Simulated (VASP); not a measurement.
# InAs in VASP: further runs

InAs is run at these levels: PBE; tasks: single point, relaxation of cell and atoms.

Everything below comes from runs of VASP 6.6.1. Logs are shortened: lines on timing, memory, paths and dates and some standing lists are left out, and cuts for length are marked.

## (1) The cell of the first run

The typed cell holds 2 atoms: a = 4.068 Å, b = 4.068 Å, c = 4.068 Å, α = 120.00°, β = 120.00°, γ = 90.00°.

## (2) Single point, PBE

Input file INCAR:

```
SYSTEM = InAs
  ALGO = Normal
  EDIFF = 1E-7
  ENCUT = 520
  GGA = PE
  ISIF = 2
  ISMEAR = 0
  LASPH = .TRUE.
  LCHARG = .FALSE.
  LREAL = .FALSE.
  LWAVE = .FALSE.
  NBANDS = 16
  NELM = 100
  PREC = Accurate
  SIGMA = 0.1
```

Input file KPOINTS:

```
k-points
0
G
  6 6 6
  0 0 0
```

Input file POSCAR:

```
InAs
1.0
   -2.0341084692      2.0341084692      2.8768891817
    2.0341084692     -2.0341084692      2.8768891817
    2.0341084692      2.0341084692     -2.8768891817
In As
1 1
Direct
    0.0000000000      0.0000000000      0.0000000000
    0.5000000000      0.5000000000      0.0000000000
```

Potentials or basis: VASP PAW PBE potentials, release 64 (In_d, As).

Launch:

```
cat potpaw_PBE.64/In_d/POTCAR potpaw_PBE.64/As/POTCAR > POTCAR
mpirun -np 1 vasp_std > vasp.out
```

OUTCAR:

```text
SYSTEM = InAs
   EDIFF = 1E-7
   ENCUT = 520
   GGA = PE
   ISIF = 2
   ISMEAR = 0
   LASPH = .TRUE.
   LREAL = .FALSE.
   NELM = 100
   PREC = Accurate

 ion  position               nearest neighbor table
   1  0.000  0.000  0.000-   2 2.88   2 2.88   2 2.88   2 2.88   2 2.88   2 2.88
   2  0.500  0.500  0.000-   1 2.88   1 2.88   1 2.88   1 2.88   1 2.88   1 2.88

  LATTYP: Found a body centered tetragonal cell.
 ALAT       =     4.0682169384
 C/A-ratio  =     1.4143243712

  Lattice vectors:

 A1 = (  -2.0341084692,   2.0341084692,   2.8768891817)
 A2 = (   2.0341084692,  -2.0341084692,   2.8768891817)
 A3 = (   2.0341084692,   2.0341084692,  -2.8768891817)

Analysis of symmetry for initial positions (statically):
=====================================================================
 Subroutine PRICEL returns:
 Original cell was already a primitive cell.

 Routine SETGRP: Setting up the symmetry group for a
 body centered tetragonal supercell.

 Subroutine GETGRP returns: Found 16 space group operations
 (whereof 16 operations were pure point group operations)
 out of a pool of 16 trial point group operations.

The static configuration has the point symmetry D_4h.

Analysis of symmetry for dynamics (positions and initial velocities):
=====================================================================
 Subroutine PRICEL returns:
 Original cell was already a primitive cell.

 Routine SETGRP: Setting up the symmetry group for a
 body centered tetragonal supercell.

 Subroutine GETGRP returns: Found 16 space group operations
 (whereof 16 operations were pure point group operations)
 out of a pool of 16 trial point group operations.

The dynamic configuration has the point symmetry D_4h.

 Subroutine INISYM returns: Found 16 space group operations
 (whereof 16 operations are pure point group operations),
 and found     1 'primitive' translations

----------------------------------------------------------------------------------------

                                     Primitive cell

  volume of cell :      47.6136

  direct lattice vectors                    reciprocal lattice vectors
    -2.034108469  2.034108469  2.876889182     0.000000000  0.245807934  0.173798839
     2.034108469 -2.034108469  2.876889182     0.245807934  0.000000000  0.173798839
     2.034108469  2.034108469 -2.876889182     0.245807934  0.245807934  0.000000000

  length of vectors
     4.068376321  4.068376321  4.068376321     0.301044144  0.301044144  0.347624914

  position of ions in fractional coordinates (direct lattice)
     0.000000000  0.000000000  0.000000000
     0.500000000  0.500000000  0.000000000

  ion indices of the primitive-cell ions
   primitive index   ion index
                 1           1
                 2           2

----------------------------------------------------------------------------------------

 KPOINTS: k-points

Automatic generation of k-mesh.
 Grid dimensions read from file:
 generate k-points for:    6    6    6

 Generating k-lattice:

  Cartesian coordinates                     Fractional coordinates (reciprocal lattice)
     0.000000000  0.040967989  0.028966473     0.166666667  0.000000000  0.000000000
     0.040967989  0.000000000  0.028966473     0.000000000  0.166666667  0.000000000
     0.040967989  0.040967989  0.000000000     0.000000000  0.000000000  0.166666667

  Length of vectors
     0.050174024  0.050174024  0.057937486

  Shift w.r.t. Gamma in fractional coordinates (k-lattice)
     0.000000000  0.000000000  0.000000000

 Subroutine IBZKPT returns following result:
 ===========================================

 Found     30 irreducible k-points:

 Following reciprocal coordinates:
            Coordinates               Weight
  0.000000  0.000000  0.000000      1.000000
  0.166667 -0.000000  0.000000      8.000000
  0.333333 -0.000000  0.000000      8.000000
  0.500000 -0.000000  0.000000      4.000000
  0.166667  0.166667  0.000000      8.000000
  0.333333  0.166667  0.000000     16.000000
[... 16 lines left out ...]
 -0.333333 -0.333333  0.166667      8.000000
 -0.166667 -0.333333  0.166667      8.000000
 [... further k-points ...]
   k-points           NKPTS =     30   k-points in BZ     NKDIM =     30   number of bands    NBANDS=     16
   number of dos      NEDOS =    301   number of ions     NIONS =      2
   total plane-waves  NPLWV =  27000
   dimension x,y,z NGX =    30 NGY =   30 NGZ =   30
   dimension x,y,z NGXF=    60 NGYF=   60 NGZF=   60
   ions per type =               1   1
   NGX,Y,Z   is equivalent  to a cutoff of  12.26, 12.26, 12.26 a.u.
   NGXF,Y,Z  is equivalent  to a cutoff of  24.52, 24.52, 24.52 a.u.
 SYSTEM =  InAs
   PREC   = accura    normal or accurate (medium, high low for compatibility)
   ISTART =      0    job   : 0-new  1-cont  2-samecut
   ICHARG =      2    charge: 1-file 2-atom 10-const
   ISPIN  =      1    spin polarized calculation?
   LNONCOLLINEAR =      F non collinear calculations
   LSORBIT =      F    spin-orbit coupling
   LASPH  =      T    aspherical Exc in radial PAW
   ENCUT  =  520.0 eV  38.22 Ry    6.18 a.u.   7.56  7.56  7.56*2*pi/ulx,y,z
   NELM   =    100;   NELMIN=  2; NELMDL= -5     # of ELM steps
   EDIFF  = 0.1E-06   stopping-criterion for ELM
   LREAL  =      F    real-space projection
   EDIFFG = 0.1E-05   stopping-criterion for IOM
   NSW    =      0    number of steps for IOM
   IBRION =     -1    ionic relax: 0-MD 1-quasi-New 2-CG
   NFREE  =      0    steps in history (QN), initial steepest desc. (CG)
   ISIF   =      2    stress and relaxation
   ISYM   =      2    0-nonsym 1-usesym 2-fastsym
   POTIM  = 0.5000    time-step for ionic-motion
   TEBEG  =    0.0;   TEEND  =   0.0 temperature during run
   PSTRESS=    0.0 pullay stress
   NELECT =      18.0000    total number of electrons
   NUPDOWN=      -1.0000    fix difference up-down
   EMIN   =  10.00;   EMAX   =-10.00  energy-range for DOS
   EFERMI =   0.00;   METHOD = LEGACY
   ISMEAR =     0;   SIGMA  =   0.10  broadening in eV -4-tet -1-fermi 0-gaus
   EFERMI_NEDOS =   21; number of points for ismear=-14 and -15
   IALGO  =     38    algorithm
   IMIX   =      4    mixing-type and parameters
     AMIX     =   0.40;   BMIX     =  1.00
     AMIX_MAG =   1.60;   BMIX_MAG =  1.00
  volume/ion in A,a.u.               =      23.81       160.66
  Fermi-wavevector in a.u.,A,eV,Ry     =   1.183737  2.236939 19.064936  1.401233
  Thomas-Fermi vector in A             =   2.319965
   LORBIT       =      0    0 simple, 1 ext, 2 COOP (PROOUT), +10 PAW based schemes
   GGA     = PE    functional components
   LHFCALC =     F    Hartree Fock is set to
   AEXX    =    0.0000 exact exchange contribution
   IVDW    =     0    specifies the selected vdW correction
   LEPSILON=     F    determine dielectric tensor
   LRPA    =     F    only Hartree local field effects (RPA)
 non-spin polarized calculation
 Gauss-broadening in eV      SIGMA  =   0.10
  energy-cutoff  :      520.00
  volume of cell :       47.61
 maximum number of plane-waves:      1303
   NGX = 15   NGY = 15   NGZ = 15

 number of electron      18.0000002 magnetization

 Free energy of the ion-electron system (eV)
  ---------------------------------------------------
  ext. energy  EPLUGINS =         0.00000000
  ---------------------------------------------------
  free energy    TOTEN  =        -7.34888977 eV

  energy without entropy =       -7.33933144  energy(sigma->0) =       -7.34411061

 E-fermi :   5.9633     XC(G=0): -10.0965

 val. band max:        5.9158215951   @ k =  -0.1667   0.3333   0.1667
 cond. band min:       5.9636074429   @ k =   0.3333  -0.0000   0.0000
 fundamental gap:      0.0477858479
 Fermi energy:         5.9632723559

 k-point     1 :       0.0000    0.0000    0.0000
  band No.  band energies     occupation
      1      -8.3854      2.00000
      2      -8.3853      2.00000
      3      -8.3653      2.00000
      4      -8.3653      2.00000
      5      -8.3653      2.00000
      6      -6.1673      2.00000
[... 8 lines left out ...]
     15      13.4259      0.00000
     16      13.4259      0.00000

 k-point     2 :       0.1667   -0.0000    0.0000
  band No.  band energies     occupation
      1      -8.3965      2.00000
      2      -8.3964      2.00000
      3      -8.3658      2.00000
      4      -8.3530      2.00000
      5      -8.3529      2.00000
      6      -5.8717      2.00000
[... 8 lines left out ...]
     15      13.9034      0.00000
     16      13.9035      0.00000

 k-point     3 :       0.3333   -0.0000    0.0000
  band No.  band energies     occupation
      1      -8.4218      2.00000
      2      -8.4217      2.00000
      3      -8.3688      2.00000
      4      -8.3248      2.00000
      5      -8.3248      2.00000
      6      -5.0925      2.00000
[... 8 lines left out ...]
     15      15.6849      0.00000
     16      15.6852      0.00000

 k-point     4 :       0.5000   -0.0000    0.0000
  band No.  band energies     occupation
      1      -8.4346      2.00000
      2      -8.4346      2.00000
      3      -8.3710      2.00000
      4      -8.3103      2.00000
      5      -8.3103      2.00000
      6      -4.5013      2.00000
[... 8 lines left out ...]
     15      17.7540      0.00000
     16      17.7547      0.00000
[... 324 lines left out ...]
 k-point    22 :      -0.1667    0.5000    0.1667
  band No.  band energies     occupation
      1      -8.4863      2.00000
      2      -8.4128      2.00000
      3      -8.3642      2.00000
      4      -8.3251      2.00000
      5      -8.3062      2.00000
      6      -4.3221      2.00000
[... 8 lines left out ...]
     15      17.7333      0.00000
     16      17.9572      0.00000

 k-point    23 :      -0.3333   -0.3333    0.1667
  band No.  band energies     occupation
      1      -8.5239      2.00000
      2      -8.3941      2.00000
      3      -8.3703      2.00000
      4      -8.3217      2.00000
      5      -8.3087      2.00000
      6      -4.3657      2.00000
[... 8 lines left out ...]
     15      17.7706      0.00000
     16      17.9232      0.00000

 k-point    24 :      -0.1667   -0.3333    0.1667
  band No.  band energies     occupation
      1      -8.4734      2.00000
      2      -8.3886      2.00000
      3      -8.3749      2.00000
      4      -8.3320      2.00000
      5      -8.3206      2.00000
      6      -5.0945      2.00000
[... 8 lines left out ...]
     15      16.4189      0.00000
     16      16.7968      0.00000

 [... further k-points ...]
[... 5 lines left out ...]
  --------------------------------------------------------------------------------------
  -------------------------------------------------------------------------------------
  Total        0.0108727      0.0108727      0.0086515      0.0000000      0.0000000      0.0000000
  in kB        0.3658606      0.3658606      0.2911195      0.0000000      0.0000000      0.0000000
  external PRESSURE =       0.3409469 kB  Pullay stress =       0.0000000 kB

 VOLUME and BASIS-vectors are now :
 -----------------------------------------------------------------------------
  energy-cutoff  :      520.00
  volume of cell :       47.61
      direct lattice vectors                 reciprocal lattice vectors
    -2.034108469  2.034108469  2.876889182     0.000000000  0.245807934  0.173798839
     2.034108469 -2.034108469  2.876889182     0.245807934  0.000000000  0.173798839
     2.034108469  2.034108469 -2.876889182     0.245807934  0.245807934  0.000000000

 POSITION                                       TOTAL-FORCE (eV/Angst)
 -----------------------------------------------------------------------------------
      0.00000      0.00000      0.00000        -0.000000      0.000000      0.000000
      0.00000      0.00000      2.87689         0.000000      0.000000     -0.000000
 -----------------------------------------------------------------------------------
    total drift:                                0.000000      0.000000      0.000000

  FREE ENERGIE OF THE ION-ELECTRON SYSTEM (eV)
  ---------------------------------------------------
  free  energy   TOTEN  =        -7.3488897717 eV

  energy  without entropy=       -7.3393314390  energy(sigma->0) =       -7.34411061
```

It took 41 s on 1 thread of AMD EPYC 7R43 (Zen 3), shared host; peak memory 0.14 GiB.

Results:

```
Free energy            : -7.3489 eV
Pressure               : 0.0 GPa
Band gap on the k mesh : zero (band 9 reaches 6.30 eV, above the bottom of band 10 at 3.71 eV)
```

Caveat: the k points lie up to 0.36 Å⁻¹ apart; spin-orbit coupling is left out, which moves the levels of the heavy elements.

[end of part 1 of 2]
